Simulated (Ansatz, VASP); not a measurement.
# AlNi: VASP beside Ansatz

Contents of INCAR:

```
PREC = Accurate
ENCUT = 520
EDIFF = 1E-6
ISMEAR = -1
SIGMA = 0.08
LREAL = False
LASPH = True
NELM = 80
ALGO = Normal
ISIF = 2
LWAVE = False
LCHARG = True
GGA = PE
LELF = True
LVHAR = True
NBANDS = 14
```

KPOINTS

```
regular mesh
0
Gamma
  15 15 13
```

File POSCAR:

```
AlNi
1.0
    2.6929117268      0.0000000000      0.0000000000
   -1.3464558634      2.3321299656      0.0000000000
    0.0000000000      0.0000000000      3.7683695328
Ni Al
1 1
Direct
    0.0000000000      0.0000000000      0.0000000000
    0.3333333333      0.6666666667      0.5000000000
```

Input for Ansatz:

```yaml
crystal:
  lattice:
    - [2.6929117268, 0.0, 0.0]
    - [-1.3464558634, 2.3321299656, 0.0]
    - [0.0, 0.0, 3.7683695328]
  atoms:
    - { symbol: Ni, position: [0.0, 0.0, 0.0] }
    - { symbol: Al, position: [0.3333333333, 0.6666666667, 0.5] }
kpoints:
  mp_grid: { grid: [15, 15, 13] }
scf:
  occupations: { method: fermi_dirac, width: 0.08 }
hamiltonian:
  xc: pbe
  pseudopotentials: { kind: paw }
output:
  forces: true
  stress: true
  eigenvalues: true
  populations: true
```

Change from the starting cell: volume scaled by 0.94, PAW files.

Alike in both runs: task single point; functional PBE; k mesh 15 × 15 × 13; occupations fermi-dirac, width 0.08 eV; no spin polarisation.

|  | VASP | Ansatz |
| --- | --- | --- |
| version | VASP 6.6.1 | Ansatz 0.2.0 |
| potentials or method | VASP PAW PBE potentials, release 64 (Ni, Al) | PAW with Ansatz's default frozen-core files, scalar-relativistic |
| plane-wave cutoff (eV) | 520 | 420 |
| valence electrons in the cell | 13 | 21 |

Ansatz gave:

| Item | Value |
| --- | --- |
| pressure (GPa) | 10.1 |
| traceless stress, the component that is largest in VASP (GPa) | 0.00 |

Q: Which values does VASP return?

A: Pressure (GPa): 10.0; traceless stress, the component that is largest in VASP (GPa): -0.11.

VASP's potentials hold 13 valence electrons a cell and Ansatz's 21, so a difference there can come from the potentials and not from the codes.
